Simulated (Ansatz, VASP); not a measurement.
**In4Sb in VASP and in Ansatz**

```
In Sb
1.0
     5.24424    0.00000    0.00000
     0.00000    5.24424    0.00000
     0.00000    0.00000    5.24424
In Sb
4 1
Direct
  0.25000 0.25000 0.25000
  0.75000 0.75000 0.25000
  0.25000 0.75000 0.75000
  0.75000 0.25000 0.75000
  0.00000 0.00000 0.00000
```

Change from the starting cell: species swapped into the SnI4 type (P-43m, No. 215).

Alike in both runs: task single point; functional PBE; k mesh 4 × 4 × 4; occupations gaussian, width 0.1 eV; no spin polarisation.

|  | VASP | Ansatz |
| --- | --- | --- |
| version | VASP 6.6.1 | Ansatz 0.2.0 |
| potentials or method | VASP PAW PBE potentials, release 64 (In_d, Sb), cutoff 520 eV | scalar-relativistic, plane waves, PAW |
| valence electrons in the cell | 57 | 67 |

|  | VASP | Ansatz | Ansatz less VASP |
| --- | --- | --- | --- |
| gap on the k mesh at the Fermi level (eV) | none | none | - |
| pressure (GPa) | 27.4 | 27.7 | +0.27 |

A gap of «none» marks a metal or a gap that the smearing closes. With one functional, cell and mesh, what is left measures potentials, basis and numerics. VASP's potentials hold 57 valence electrons a cell and Ansatz's 67, so a difference there can come from the potentials and not from the codes.

Spin-orbit coupling is off throughout.
